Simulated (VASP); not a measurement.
Pd, 1 atom in the cell. Symmetry: Fm-3m, No. 225, cubic system. Conventional cell: a = 3.842 Å, b = 3.842 Å, c = 3.842 Å, α = 90.00°, β = 90.00°, γ = 90.00°. Within 3.6 Å of Pd (site symmetry m-3m) lie 12 Pd at 2.72 Å. 

| Item | Value |
| --- | --- |
| Program | VASP 6.6.1 |
| Task | single point |
| Functional | LDA |
| Potentials or basis | VASP PAW LDA potentials, release 64 (Pd) |
| Cutoff | 520 eV |
| k mesh | 9 × 9 × 9 |
| Occupations | fermi-dirac, width 0.1 eV |
| Spin | no spin polarisation |
| Dipole correction | no |
| Further INCAR settings | ALGO = Normal; EDIFF = 1e-06; NBANDS = 11 |

Potentials or basis: VASP PAW LDA potentials, release 64 (Pd).

Launch:

```sh
$ cat potpaw_LDA.64/Pd/POTCAR > POTCAR
$ mpirun -np 1 vasp_std > vasp.out
```

Hardware: 1 thread of Intel(R) Xeon(R) Platinum 8259CL CPU @ 2.50GHz (Skylake/Cascade Lake), with other jobs on the host.

**Question.** Estimate the wall time of this run.

**Answer.** It took 4.9 s on 1 thread of Intel(R) Xeon(R) Platinum 8259CL CPU @ 2.50GHz (Skylake/Cascade Lake) (shared host), peak memory 0.12 GiB. Counts: scf iterations 11, k points 35.
